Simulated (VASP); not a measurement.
The system is Tl.

```xyz
2
Lattice="3.4560 0.0000 0.0000 -1.7280 2.9930 0.0000 0.0000 0.0000 5.5250" Properties=species:S:1:pos:R:3 pbc="T T T"
Tl    1.7280    0.9977    4.1438
Tl    0.0000    1.9953    1.3813
```

* Program: VASP 6.6.1
* Task: relaxation of cell and atoms
* Functional: PBEsol
* Potentials or basis: VASP PAW PBE potentials, release 64 (Tl_d)
* Cutoff: 600 eV
* k mesh: 9 × 9 × 5
* Occupations: fermi-dirac, width 0.05 eV
* Spin: no spin polarisation

At the start: pressure 0.2 GPa; volume 28.57 Å³/atom.

Q: How do energy, volume and symmetry change on relaxing?

A: Over 8 steps the energy falls by 3.7 meV/atom and the volume is 28.62 Å³/atom (+0.1 %); space group P6_3/mmc (No. 194, to 0.1 Å) before and after.

Step by step:
| step | energy change (eV) | largest force (eV/Å) | pressure (GPa) | volume (Å³) |
| --- | --- | --- | --- | --- |
| 1 | 0.0000 | 0.0000 | 0.22 | 57.15 |
| 2 | -0.0030 | 0.0000 | -0.04 | 57.47 |
| 3 | -0.0052 | 0.0000 | -0.45 | 58.05 |
| 4 | -0.0074 | 0.0000 | -0.07 | 57.37 |
| 5 | -0.0075 | 0.0000 | 0.03 | 57.22 |
| 6 | -0.0075 | 0.0000 | 0.04 | 57.21 |
| 7 | -0.0075 | 0.0000 | 0.05 | 57.19 |
| 8 | -0.0075 | 0.0000 | 0.01 | 57.23 |

Final structure:
```cif
data_structure
_symmetry_space_group_name_H-M 'P 1'
_symmetry_Int_Tables_number 1
_cell_length_a 3.4014
_cell_length_b 3.4014
_cell_length_c 5.7122
_cell_angle_alpha 90.000
_cell_angle_beta 90.000
_cell_angle_gamma 120.000
_cell_volume 57.23
loop_
_atom_site_label
_atom_site_type_symbol
_atom_site_fract_x
_atom_site_fract_y
_atom_site_fract_z
_atom_site_occupancy
Tl1 Tl 0.66667 0.33333 0.75000 1
Tl2 Tl 0.33333 0.66667 0.25000 1
```

The cell as given is a measured one (28.57 Å³/atom); PBEsol puts the equilibrium volume +0.1 % from it, thermal expansion not counted.

Caveat: the PAW data sets were made with another functional, which shifts forces and pressure a little.
